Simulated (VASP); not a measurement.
# C in VASP: notebook, part 2 of 3

VASP 6.6.1. The steps go on from the part before.

## (3) Single point, PBE+D3(BJ) (9.21 Å³/atom)

This run uses another cell than the first one, of 9.21 Å³/atom.

The input, INCAR:

```
ALGO = Normal ; EDIFF = 1E-6
ENCUT = 520 ; GGA = PE
ISIF = 2 ; ISMEAR = 0
IVDW = 12 ; LASPH = True
LCHARG = False ; LREAL = False
LWAVE = False ; NBANDS = 16
NELM = 60 ; PREC = Accurate
SIGMA = 0.1
```

The input, KPOINTS:

```
k-points
0
Gamma
  18 18 6
```

The input, POSCAR:

```
C
1.0
    1.2335569679     -2.1357661325      0.0000000000
    1.2335569679      2.1357661325      0.0000000000
    0.0000000000      0.0000000000      6.9931714710
C
4
Direct
    0.0833153235      0.9166846765      0.7500000000
    0.5833153235      0.4166846765      0.2500000000
    0.9166846765      0.0833153235      0.2500000000
    0.4166846765      0.5833153235      0.7500000000
```

Potentials or basis: VASP PAW PBE potentials, release 64 (C).

Command:

```sh
> cat potpaw_PBE.64/C/POTCAR > POTCAR
> mpirun -np 1 vasp_std > vasp.out
```

OUTCAR:

```text
EDIFF = 1E-6
   ENCUT = 520
   GGA = PE
   ISIF = 2
   ISMEAR = 0
   IVDW = 12
   LASPH = True
   LREAL = False
   NELM = 60
   PREC = Accurate
 IVDW          = 12

 ion  position               nearest neighbor table
   1  0.083  0.917  0.750-   4 1.42   4 1.42   4 1.42
   2  0.583  0.417  0.250-   3 1.42   3 1.42   3 1.42
   3  0.917  0.083  0.250-   2 1.42   2 1.42   2 1.42
   4  0.417  0.583  0.750-   1 1.42   1 1.42   1 1.42

  LATTYP: Found a base centered orthorhombic cell.
 ALAT       =     2.4671139358
 B/A-ratio  =     1.7313883250
 C/A-ratio  =     2.8345555386

  Lattice vectors:

 A1 = (   1.2335569679,  -2.1357661325,   0.0000000000)
 A2 = (   1.2335569679,   2.1357661325,   0.0000000000)
 A3 = (   0.0000000000,   0.0000000000,   6.9931714710)

Analysis of symmetry for initial positions (statically):
=====================================================================
 Subroutine PRICEL returns following result:

  LATTYP: Found a face centered orthorhombic cell.
 ALAT       =     2.4671139358
 B/A-ratio  =     1.7313883250
 C/A-ratio  =     2.8345555386

  Lattice vectors:

 A1 = (   0.0000000000,  -2.1357661325,  -3.4965857355)
 A2 = (   1.2335569679,   0.0000000000,  -3.4965857355)
 A3 = (   1.2335569679,  -2.1357661325,   0.0000000000)

   2 primitive cells build up your supercell.

 Routine SETGRP: Setting up the symmetry group for a
 base centered orthorhombic supercell.

 Subroutine GETGRP returns: Found  8 space group operations
 (whereof  4 operations were pure point group operations)
 out of a pool of  8 trial point group operations.

The static configuration has the point symmetry C_2h.
 The point group associated with its full space group is D_2h.

Analysis of symmetry for dynamics (positions and initial velocities):
=====================================================================
 Subroutine PRICEL returns following result:

  LATTYP: Found a face centered orthorhombic cell.
 ALAT       =     2.4671139358
 B/A-ratio  =     1.7313883250
 C/A-ratio  =     2.8345555386

  Lattice vectors:

 A1 = (   0.0000000000,  -2.1357661325,  -3.4965857355)
 A2 = (   1.2335569679,   0.0000000000,  -3.4965857355)
 A3 = (   1.2335569679,  -2.1357661325,   0.0000000000)

   2 primitive cells build up your supercell.

 Routine SETGRP: Setting up the symmetry group for a
 base centered orthorhombic supercell.

 Subroutine GETGRP returns: Found  8 space group operations
 (whereof  4 operations were pure point group operations)
 out of a pool of  8 trial point group operations.

The dynamic configuration has the point symmetry C_2h.
 The point group associated with its full space group is D_2h.

 Subroutine INISYM returns: Found  8 space group operations
 (whereof  4 operations are pure point group operations),
 and found     2 'primitive' translations

----------------------------------------------------------------------------------------

                                     Primitive cell

  volume of cell :      18.4241

[... 39 lines left out ...]
 ===========================================

 Found    364 irreducible k-points:

 Following reciprocal coordinates:
            Coordinates               Weight
  0.000000  0.000000  0.000000      1.000000
  0.055556  0.000000  0.000000      4.000000
  0.111111  0.000000  0.000000      4.000000
  0.166667 -0.000000  0.000000      4.000000
  0.222222  0.000000  0.000000      4.000000
  0.277778  0.000000  0.000000      4.000000
[... 16 lines left out ...]
 -0.277778  0.055556  0.000000      4.000000
 -0.222222  0.055556  0.000000      4.000000
 [... further k-points ...]
   k-points           NKPTS =    364   k-points in BZ     NKDIM =    364   number of bands    NBANDS=     16
   number of dos      NEDOS =    301   number of ions     NIONS =      4
   total plane-waves  NPLWV =  17496
   dimension x,y,z NGX =    18 NGY =   18 NGZ =   54
   dimension x,y,z NGXF=    36 NGYF=   36 NGZF=  108
   ions per type =               4
   NGX,Y,Z   is equivalent  to a cutoff of  12.13, 12.13, 12.84 a.u.
   NGXF,Y,Z  is equivalent  to a cutoff of  24.27, 24.27, 25.67 a.u.
 SYSTEM =  unknown system
   PREC   = accura    normal or accurate (medium, high low for compatibility)
   ISTART =      0    job   : 0-new  1-cont  2-samecut
   ICHARG =      2    charge: 1-file 2-atom 10-const
   ISPIN  =      1    spin polarized calculation?
   LNONCOLLINEAR =      F non collinear calculations
   LSORBIT =      F    spin-orbit coupling
   LASPH  =      T    aspherical Exc in radial PAW
   ENCUT  =  520.0 eV  38.22 Ry    6.18 a.u.   4.59  4.59 13.00*2*pi/ulx,y,z
   NELM   =     60;   NELMIN=  2; NELMDL= -5     # of ELM steps
   EDIFF  = 0.1E-05   stopping-criterion for ELM
   LREAL  =      F    real-space projection
   EDIFFG = 0.1E-04   stopping-criterion for IOM
   NSW    =      0    number of steps for IOM
   IBRION =     -1    ionic relax: 0-MD 1-quasi-New 2-CG
   NFREE  =      0    steps in history (QN), initial steepest desc. (CG)
   ISIF   =      2    stress and relaxation
   ISYM   =      2    0-nonsym 1-usesym 2-fastsym
   POTIM  = 0.5000    time-step for ionic-motion
   TEBEG  =    0.0;   TEEND  =   0.0 temperature during run
   PSTRESS=    0.0 pullay stress
   NELECT =      16.0000    total number of electrons
   NUPDOWN=      -1.0000    fix difference up-down
   EMIN   =  10.00;   EMAX   =-10.00  energy-range for DOS
   EFERMI =   0.00;   METHOD = LEGACY
   ISMEAR =     0;   SIGMA  =   0.10  broadening in eV -4-tet -1-fermi 0-gaus
   EFERMI_NEDOS =   21; number of points for ismear=-14 and -15
   IALGO  =     38    algorithm
   IMIX   =      4    mixing-type and parameters
     AMIX     =   0.40;   BMIX     =  1.00
     AMIX_MAG =   1.60;   BMIX_MAG =  1.00
  volume/ion in A,a.u.               =       9.21        62.17
  Fermi-wavevector in a.u.,A,eV,Ry     =   1.239679  2.342653 20.909477  1.536803
  Thomas-Fermi vector in A             =   2.374152
   LORBIT       =      0    0 simple, 1 ext, 2 COOP (PROOUT), +10 PAW based schemes
   GGA     = PE    functional components
   LHFCALC =     F    Hartree Fock is set to
   AEXX    =    0.0000 exact exchange contribution
   IVDW    =    12    specifies the selected vdW correction
   LEPSILON=     F    determine dielectric tensor
   LRPA    =     F    only Hartree local field effects (RPA)
 non-spin polarized calculation
 Gauss-broadening in eV      SIGMA  =   0.10
  energy-cutoff  :      520.00
  volume of cell :       36.85
 maximum number of plane-waves:      1016
   NGX =  9   NGY =  9   NGZ = 27

 number of electron      15.9999994 magnetization

 Free energy of the ion-electron system (eV)
  ---------------------------------------------------
  ext. energy  EPLUGINS =         0.00000000
  ---------------------------------------------------
  free energy    TOTEN  =       -36.86703442 eV

  energy without entropy =      -36.86666448  energy(sigma->0) =      -36.86684945

 E-fermi :   4.3137     XC(G=0): -10.0329

 val. band max:        4.2244108410   @ k =   0.3333   0.3333   0.3333
 cond. band min:       4.3152368900   @ k =   0.3333   0.3333   0.5000
 fundamental gap:      0.0908260490
 Fermi energy:         4.3136580655

 k-point     1 :       0.0000    0.0000    0.0000
  band No.  band energies     occupation
      1     -15.2877      2.00000
      2     -15.0711      2.00000
      3      -4.0259      2.00000
      4      -2.4375      2.00000
      5       1.2806      2.00000
      6       1.2939      2.00000
[... 433 lines left out ...]
      3      -2.8797      2.00000
      4      -1.7326      2.00000
      5      -1.6878      2.00000
      6      -1.3592      2.00000
[... 8 lines left out ...]
     15      15.6170      0.00000
     16      15.7175      0.00000

 [... further k-points ...]

------------------------ aborting loop because EDIFF is reached ----------------------------------------

 Edisp (eV)   -0.59493

 E8    (eV) :    -0.1677

  FORCE on cell =-STRESS in cart. coord.  units (eV):
  Direction    XX          YY          ZZ          XY          YZ          ZX
  --------------------------------------------------------------------------------------
  -------------------------------------------------------------------------------------
  Total      -0.02736    -0.02652    -0.20410     0.00000    -0.00000     0.00000
  in kB      -1.18968    -1.15317    -8.87424     0.00000    -0.00000     0.00000
  external pressure =       -3.74 kB  Pullay stress =        0.00 kB

 VOLUME and BASIS-vectors are now :
 -----------------------------------------------------------------------------
  energy-cutoff  :      520.00
  volume of cell :       36.85
      direct lattice vectors                 reciprocal lattice vectors
     1.233556968 -2.135766133  0.000000000     0.405331908 -0.234108029  0.000000000
     1.233556968  2.135766133  0.000000000     0.405331908  0.234108029  0.000000000
     0.000000000  0.000000000  6.993171471     0.000000000  0.000000000  0.142996637

 POSITION                                       TOTAL-FORCE (eV/Angst)
 -----------------------------------------------------------------------------------
      1.23356      1.77988      5.24488         0.000000      0.000046      0.000000
      1.23356     -0.35588      1.74829         0.000000      0.000046     -0.000000
      1.23356     -1.77988      1.74829         0.000000     -0.000046     -0.000000
      1.23356      0.35588      5.24488         0.000000     -0.000046     -0.000000
 -----------------------------------------------------------------------------------
    total drift:                               -0.000000      0.000000      0.000000

  FREE ENERGIE OF THE ION-ELECTRON SYSTEM (eV)
  ---------------------------------------------------
  free  energy   TOTEN  =       -37.4619666521 eV

  energy  without entropy=      -37.4615967078  energy(sigma->0) =      -37.46178168
```

OSZICAR:

```text
N       E                     dE             d eps       ncg     rms          rms(c)
DAV:   1     0.366413597876E+02    0.36641E+02   -0.79266E+03 11664   0.920E+02
DAV:   2    -0.363002815028E+02   -0.72942E+02   -0.66461E+02 16528   0.190E+02
DAV:   3    -0.392239926916E+02   -0.29237E+01   -0.29064E+01 15192   0.357E+01
DAV:   4    -0.392498575775E+02   -0.25865E-01   -0.25851E-01 14808   0.400E+00
DAV:   5    -0.392502760956E+02   -0.41852E-03   -0.41848E-03 14880   0.484E-01    0.891E+00
DAV:   6    -0.374378714356E+02    0.18124E+01   -0.12212E+00 13944   0.694E+00    0.521E+00
DAV:   7    -0.368582372909E+02    0.57963E+00   -0.15161E+00 14520   0.784E+00    0.147E+00
DAV:   8    -0.368681116333E+02   -0.98743E-02   -0.71034E-02 14064   0.158E+00    0.318E-01
DAV:   9    -0.368668207809E+02    0.12909E-02   -0.19429E-03 14752   0.305E-01    0.998E-02
DAV:  10    -0.368670472966E+02   -0.22652E-03   -0.70373E-04 12440   0.168E-01    0.784E-02
DAV:  11    -0.368670342989E+02    0.12998E-04   -0.26458E-05 15600   0.333E-02    0.167E-02
DAV:  12    -0.368670344235E+02   -0.12458E-06   -0.15023E-06 12744   0.972E-03
   1 F= -.37461967E+02 E0= -.37461782E+02  d E =-.369944E-03
```

stdout:

```text
POSCAR found type information on POSCAR C
 POSCAR found :  1 types and       4 ions
 scaLAPACK will be used
 LDA part: xc-table for (Slater+PW92), standard interpolation
 POSCAR, INCAR and KPOINTS ok, starting setup
 FFT: planning ... GRIDC
 FFT: planning ... GRID_SOFT
 FFT: planning ... GRID
 WAVECAR not read
 entering main loop
```

Run time: 75 s. Hardware: 1 thread of AMD EPYC 9R45 (Zen 5), shared host; peak memory 0.24 GiB.

Results:

| Quantity | Value |
| --- | --- |
| Free energy | -37.4620 eV |
| Pressure | -0.4 GPa |
| Band gap on the k mesh | zero (filled and empty bands touch) |
| Dispersion energy per atom | -0.149 eV |

Stress tensor (GPa, compression positive):
```
-0.12  0.00  0.00
 0.00 -0.12  0.00
 0.00  0.00 -0.89
```

## (4) Single point, PBE+D3(BJ)

This run uses another cell than the first one, of 9.37 Å³/atom.

The input, INCAR:

```
SYSTEM = C
ALGO     = Normal         ! electronic algorithm
EDIFF    = 1E-6           ! SCF threshold, eV
ENCUT    = 520            ! plane-wave cutoff, eV
GGA      = PE             ! functional
ISIF     = 2              ! what is computed and relaxed
ISMEAR   = 0              ! smearing method
IVDW     = 12             ! dispersion correction
LASPH    = .True.         ! aspherical terms in the spheres
LCHARG   = .False.        ! write CHGCAR
LREAL    = .False.        ! projectors in reciprocal space
LWAVE    = .False.        ! write WAVECAR
NBANDS   = 16             ! bands
NELM     = 60             ! most SCF steps
PREC     = Accurate       ! precision mode
SIGMA    = 0.1            ! smearing width, eV
```

The input, KPOINTS:

```
k-points
0
Gamma
  18 18 6
  0 0 0
```

The input, POSCAR:

```
C
1.0
    1.2280479700     -2.1270618200      0.0000000000
    1.2280479700      2.1270618200      0.0000000000
    0.0000000000      0.0000000000      7.1732677600
C
4
Direct
    0.0833285447      0.9166714553      0.7502408447
    0.5833285447      0.4166714553      0.2497591553
    0.9166714553      0.0833285447      0.2497591553
    0.4166714553      0.5833285447      0.7502408447
```

Potentials or basis: VASP PAW PBE potentials, release 64 (C).

Command:

```sh
> cat potpaw_PBE.64/C/POTCAR > POTCAR
> mpirun -np 1 vasp_std > vasp.out
```

OUTCAR:

```text
SYSTEM = C
   EDIFF = 1E-6
   ENCUT = 520
   GGA = PE
   ISIF = 2
   ISMEAR = 0
   IVDW = 12
   LASPH = .True.
   LREAL = .False.
   NELM = 60
   PREC = Accurate
 IVDW          = 12

 ion  position               nearest neighbor table
   1  0.083  0.917  0.750-   4 1.42   4 1.42   4 1.42
   2  0.583  0.417  0.250-   3 1.42   3 1.42   3 1.42
   3  0.917  0.083  0.250-   2 1.42   2 1.42   2 1.42
   4  0.417  0.583  0.750-   1 1.42   1 1.42   1 1.42

  LATTYP: Found a hexagonal cell.
 ALAT       =     2.4561135566
 C/A-ratio  =     2.9205765918

  Lattice vectors:

 A1 = (   1.2280479700,  -2.1270618200,   0.0000000000)
 A2 = (   1.2280479700,   2.1270618200,   0.0000000000)
 A3 = (   0.0000000000,   0.0000000000,   7.1732677600)

Analysis of symmetry for initial positions (statically):
=====================================================================
 Subroutine PRICEL returns:
 Original cell was already a primitive cell.

 Routine SETGRP: Setting up the symmetry group for a
 hexagonal supercell.

 Subroutine GETGRP returns: Found  8 space group operations
 (whereof  4 operations were pure point group operations)
 out of a pool of 24 trial point group operations.

The static configuration has the point symmetry C_2h.
 The point group associated with its full space group is D_2h.

Analysis of symmetry for dynamics (positions and initial velocities):
=====================================================================
 Subroutine PRICEL returns:
 Original cell was already a primitive cell.

 Routine SETGRP: Setting up the symmetry group for a
 hexagonal supercell.

 Subroutine GETGRP returns: Found  8 space group operations
 (whereof  4 operations were pure point group operations)
 out of a pool of 24 trial point group operations.

The dynamic configuration has the point symmetry C_2h.
 The point group associated with its full space group is D_2h.

 Subroutine INISYM returns: Found  8 space group operations
[... 123 lines left out ...]
  Fermi-wavevector in a.u.,A,eV,Ry     =   1.232728  2.329519 20.675669  1.519619
  Thomas-Fermi vector in A             =   2.367487
   LORBIT       =      0    0 simple, 1 ext, 2 COOP (PROOUT), +10 PAW based schemes
   GGA     = PE    functional components
   LHFCALC =     F    Hartree Fock is set to
   AEXX    =    0.0000 exact exchange contribution
   IVDW    =    12    specifies the selected vdW correction
   LEPSILON=     F    determine dielectric tensor
   LRPA    =     F    only Hartree local field effects (RPA)
 non-spin polarized calculation
 Gauss-broadening in eV      SIGMA  =   0.10
  energy-cutoff  :      520.00
  volume of cell :       37.48
 maximum number of plane-waves:      1028
   NGX =  9   NGY =  9   NGZ = 27

 number of electron      15.9999994 magnetization

 Free energy of the ion-electron system (eV)
  ---------------------------------------------------
  ext. energy  EPLUGINS =         0.00000000
  ---------------------------------------------------
  free energy    TOTEN  =       -36.87277264 eV

  energy without entropy =      -36.87234629  energy(sigma->0) =      -36.87255947

 E-fermi :   4.1781     XC(G=0):  -9.8831

 val. band max:        4.1747580391   @ k =   0.3333   0.3333   0.5000
 cond. band min:       4.1800925446   @ k =   0.3333   0.3333   0.5000
 fundamental gap:      0.0053345055
 Fermi energy:         4.1780954842

 k-point     1 :       0.0000    0.0000    0.0000
  band No.  band energies     occupation
      1     -15.5103      2.00000
      2     -15.3359      2.00000
      3      -4.1574      2.00000
      4      -2.7812      2.00000
      5       1.1495      2.00000
      6       1.1559      2.00000
[... 433 lines left out ...]
      3      -3.5326      2.00000
      4      -2.1861      2.00000
      5      -0.6300      2.00000
      6      -0.6132      2.00000
[... 8 lines left out ...]
     15      14.3343      0.00000
     16      14.3919      0.00000

 [... further k-points ...]

------------------------ aborting loop because EDIFF is reached ----------------------------------------

 Edisp (eV)   -0.57766

 E8    (eV) :    -0.1623

  FORCE on cell =-STRESS in cart. coord.  units (eV):
  Direction    XX          YY          ZZ          XY          YZ          ZX
  --------------------------------------------------------------------------------------
  -------------------------------------------------------------------------------------
  Total       1.26382     1.20799    -0.32545     0.00000    -0.00000     0.00000
  in kB      54.03225    51.64543   -13.91388     0.00000    -0.00000     0.00000
  external pressure =       30.59 kB  Pullay stress =        0.00 kB

 VOLUME and BASIS-vectors are now :
 -----------------------------------------------------------------------------
  energy-cutoff  :      520.00
  volume of cell :       37.48
      direct lattice vectors                 reciprocal lattice vectors
     1.228047970 -2.127061820  0.000000000     0.407150219 -0.235066041  0.000000000
     1.228047970  2.127061820  0.000000000     0.407150219  0.235066041  0.000000000
     0.000000000  0.000000000  7.173267760     0.000000000  0.000000000  0.139406479

 POSITION                                       TOTAL-FORCE (eV/Angst)
 -----------------------------------------------------------------------------------
      1.22805      1.77257      5.38168         0.000000      0.000866     -0.000453
      1.22805     -0.35449      1.79159         0.000000      0.000866      0.000453
      1.22805     -1.77257      1.79159         0.000000     -0.000866      0.000453
      1.22805      0.35449      5.38168         0.000000     -0.000866     -0.000453
 -----------------------------------------------------------------------------------
    total drift:                               -0.000000      0.000000      0.000000

  FREE ENERGIE OF THE ION-ELECTRON SYSTEM (eV)
  ---------------------------------------------------
  free  energy   TOTEN  =       -37.4504299251 eV

  energy  without entropy=      -37.4500035788  energy(sigma->0) =      -37.45021675
```

OSZICAR:

```text
N       E                     dE             d eps       ncg     rms          rms(c)
DAV:   1     0.373859355825E+02    0.37386E+02   -0.78901E+03 11672   0.917E+02
DAV:   2    -0.364487035606E+02   -0.73835E+02   -0.67156E+02 16384   0.191E+02
DAV:   3    -0.393466015814E+02   -0.28979E+01   -0.28824E+01 15480   0.357E+01
DAV:   4    -0.393723673889E+02   -0.25766E-01   -0.25755E-01 14464   0.403E+00
DAV:   5    -0.393727978776E+02   -0.43049E-03   -0.43046E-03 15048   0.494E-01    0.906E+00
DAV:   6    -0.374748244556E+02    0.18980E+01   -0.12921E+00 13864   0.710E+00    0.530E+00
DAV:   7    -0.368631286269E+02    0.61170E+00   -0.16045E+00 14448   0.802E+00    0.150E+00
DAV:   8    -0.368738547881E+02   -0.10726E-01   -0.72663E-02 13968   0.160E+00    0.322E-01
DAV:   9    -0.368725433222E+02    0.13115E-02   -0.19437E-03 14720   0.304E-01    0.108E-01
DAV:  10    -0.368727838401E+02   -0.24052E-03   -0.80485E-04 12496   0.178E-01    0.819E-02
DAV:  11    -0.368727722129E+02    0.11627E-04   -0.28795E-05 15448   0.348E-02    0.174E-02
DAV:  12    -0.368727726401E+02   -0.42728E-06   -0.15859E-06 12920   0.100E-02
   1 F= -.37450430E+02 E0= -.37450217E+02  d E =-.426346E-03
```

stdout:

```text
POSCAR found type information on POSCAR C
 POSCAR found :  1 types and       4 ions
 scaLAPACK will be used
 LDA part: xc-table for (Slater+PW92), standard interpolation
 POSCAR, INCAR and KPOINTS ok, starting setup
 FFT: planning ... GRIDC
 FFT: planning ... GRID_SOFT
 FFT: planning ... GRID
 WAVECAR not read
 entering main loop
```

Wall time 73 s (1 thread of AMD EPYC 9R45 (Zen 5), shared host); peak memory 0.24 GiB.

What came out:

* Free energy: -37.4504 eV
* Pressure: 3.1 GPa
* Band gap on the k mesh: zero (filled and empty bands touch)
* Dispersion energy per atom: -0.144 eV

Caveat: the cell stands under pressure.

(Part 2 of 3 ends here.)
